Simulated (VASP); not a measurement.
Input of a VASP 6.6.1 run:

File INCAR:

```
SYSTEM = Sc3BAu
PREC     = Accurate       ! precision mode
ENCUT    = 520            ! plane-wave cutoff, eV
EDIFF    = 1E-6           ! SCF threshold, eV
ISMEAR   = 0              ! smearing method
SIGMA    = 0.1            ! smearing width, eV
LREAL    = .False.        ! projectors in reciprocal space
LASPH    = .True.         ! aspherical terms in the spheres
NELM     = 150            ! most SCF steps
ALGO     = Normal         ! electronic algorithm
ISIF     = 2              ! what is computed and relaxed
LWAVE    = .False.        ! write WAVECAR
LCHARG   = .False.        ! write CHGCAR
ISPIN    = 2              ! spin polarisation
MAGMOM   = 1 1 1 1 1 1 0 0 0 0 ! initial moments
LORBIT   = 11             ! projections on sites
LMAXMIX  = 4              ! l up to which the mixer works
GGA      = PE             ! functional
NBANDS   = 62             ! bands
```

Contents of KPOINTS:

```
regular mesh
0
Gamma
  3 3 4
  0 0 0
```

File POSCAR:

```
Sc3BAu
1.0
    6.8113814880      0.0000000000      0.0000000000
   -3.4056907440      5.8988294035      0.0000000000
    0.0000000000      0.0000000000      4.6219000232
Sc B Au
6 2 2
Direct
    0.8233295321      0.6466590642      0.7500000000
    0.3533409358      0.1766704679      0.7500000000
    0.8233295321      0.1766704679      0.7500000000
    0.1766704679      0.3533409358      0.2500000000
    0.6466590642      0.8233295321      0.2500000000
    0.1766704679      0.8233295321      0.2500000000
    0.0000000000      0.0000000000      0.0000000000
    0.0000000000      0.0000000000      0.5000000000
    0.3333333333      0.6666666667      0.7500000000
    0.6666666667      0.3333333333      0.2500000000
```

Potentials or basis: VASP PAW PBE potentials, release 64 (Sc_sv, B, Au).

The run is started by

```sh
$ cat potpaw_PBE.64/Sc_sv/POTCAR potpaw_PBE.64/B/POTCAR potpaw_PBE.64/Au/POTCAR > POTCAR
$ mpirun -np 1 vasp_std > vasp.out
```

Q: Estimate the pressure.

A: 0.0 GPa.

Q: What does it give for the largest force?

A: 0.024 eV/Å.

Q: Predict the band gap on the k mesh.

A: Zero (filled and empty bands overlap).

Forces in eV/Å, atoms in the order of the input:
```
Sc   0.000 -0.024  0.000
Sc   0.021  0.012  0.000
Sc  -0.021  0.012  0.000
Sc   0.000  0.024  0.000
Sc  -0.021 -0.012  0.000
Sc   0.021 -0.012  0.000
B    0.000  0.000  0.000
B    0.000  0.000  0.000
Au   0.000  0.000  0.000
Au   0.000  0.000  0.000
```

Caveat: spin-orbit coupling is left out, which moves the levels of the heavy elements.
